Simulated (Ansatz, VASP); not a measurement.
In2CuO4 in VASP and in Ansatz

```xyz
7
Lattice="-1.9785 1.9785 6.0400 1.9785 -1.9785 6.0400 1.9785 1.9785 -6.0400" Properties=species:S:1:pos:R:3 pbc="T T T"
In    0.0000    0.0000    4.2630
In    0.0000    0.0000    7.8170
Cu    0.0000    0.0000    0.0000
O     0.0000    1.9785    0.0000
O     1.9785    0.0000    0.0000
O     0.0000    1.9785    3.0200
O     1.9785    0.0000    3.0200
```

Alike in both runs: task single point; functional LDA; k mesh 7 × 7 × 7; occupations gaussian, width 0.05 eV; collinear spin; Hubbard terms Cu d U = 5.0 eV.

|  | VASP | Ansatz |
| --- | --- | --- |
| version | VASP 6.6.1 | Ansatz 0.2.0 |
| potentials or method | VASP PAW LDA potentials, release 64 (In_d, Cu, O), cutoff 520 eV | scalar-relativistic, plane waves, PAW |
| valence electrons in the cell | 61 | 69 |

|  | VASP | Ansatz | Ansatz less VASP |
| --- | --- | --- | --- |
| gap on the k mesh at the Fermi level (eV) | none | none | - |
| pressure (GPa) | -23.9 | -23.1 | +0.78 |
| traceless stress, the component that is largest in VASP (GPa) | 1.39 | 0.52 | -0.876 |
| rms of the force components (eV/Å) | 0.514 | 0.521 | +0.0074 |
| net moment per atom (μB) | 0.05 | 0.05 | +0.001 |
| size of the moment on the site where the two differ most (μB) | 0.24 | 0.21 | -0.029 |

LDA's correlation is that of Perdew and Zunger in VASP and of Perdew and Wang (1992) in Ansatz. Site moments also hang on the region over which each program counts them. The programs project onto different local orbitals, so the same U acts differently, and such runs can settle in different states. Atom by atom the forces differ by 0.007 eV/Å (rms over components). A gap of «none» marks a metal or a gap that the smearing closes. VASP's potentials hold 61 valence electrons a cell and Ansatz's 69, so a difference there can come from the potentials and not from the codes. Ansatz's warnings: filled band counts differ across k points.
